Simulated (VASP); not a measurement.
Runs of VASP 6.6.1 on In3GeO2. The structure is that of space group P4/mmm (No. 123), or close to it. The cells are those of the table. 

| task | cell | k mesh | cutoff (eV) | gap on the mesh (eV) | pressure (GPa) | largest force (eV/Å) |
| --- | --- | --- | --- | --- | --- | --- |
| single point | a = 4.459, b = 4.459, c = 8.969 Å, 6 atoms | 8 × 8 × 4 | 520 | none | 0.0 | - |
| single point | a = 4.451, b = 4.451, c = 8.911 Å, 6 atoms | 4 × 4 × 2 | 520 | none | (a) | (b) |
| single point | a = 4.197, b = 4.197, c = 7.575 Å, 6 atoms | 4 × 4 × 2 | 520 | none | 19.2 | 3.47 |
| relaxation of cell and atoms | relaxed from a = 4.197, b = 4.197, c = 7.575 Å, 6 atoms | 4 × 4 × 2 | 600 | none | -0.1 | 0.02 |

Alike in all rows: level PBE; potentials or basis VASP PAW PBE potentials, release 64 (In_d, Ge_d, O); no spin polarisation; smearing gaussian 0.1 eV.

**Question.** Estimate the missing entries.

**Answer.** (a) 0.1; (b) 0.01.

Caveats: some runs use coarse meshes; spin-orbit coupling is left out, which moves the levels of the heavy elements; an odd number of electrons without spin polarisation forces a metal; a magnetic or distorted state may lie lower.

A k mesh can miss the band edges, and the runs leave out spin-orbit coupling on Ge, In.

A gap of «none» marks levels without a gap at the run's occupations.
